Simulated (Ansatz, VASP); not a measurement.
# One calculation of Rh, two programs

```
Rh
1.0
     2.70818    0.00000    0.00000
    -1.35409    2.34535    0.00000
     0.00000    0.00000   26.05608
Rh
6
Direct
  0.66667 0.33333 0.28972
  0.33333 0.66667 0.37292
  0.00000 0.00000 0.45718
  0.66667 0.33333 0.54282
  0.33333 0.66667 0.62708
  0.00000 0.00000 0.71028
```

Alike in both runs: functional PBE; k mesh 15 × 15 × 1; occupations gaussian, width 0.1 eV; no spin polarisation.

Ansatz relaxed the structure, and its values are those at the end. VASP's run is a single point on that final structure, the one shown.

|  | VASP | Ansatz |
| --- | --- | --- |
| version | VASP 6.6.1 | Ansatz 0.2.0 |
| potentials or method | VASP PAW PBE potentials, release 64 (Rh_pv), cutoff 520 eV | scalar-relativistic, plane waves, PAW |
| valence electrons in the cell | 90 | 102 |

Ansatz gave:

| Property | Result |
| --- | --- |
| gap on the k mesh at the Fermi level (eV) | none |
| rms of the force components (eV/Å) | 0.006 |

Task: What did VASP give for the same quantities?

Result: gap on the k mesh at the Fermi level (eV): none; rms of the force components (eV/Å): 0.005.

A gap of «none» marks a metal or a gap that the smearing closes. VASP's potentials hold 90 valence electrons a cell and Ansatz's 102, so a difference there can come from the potentials and not from the codes.
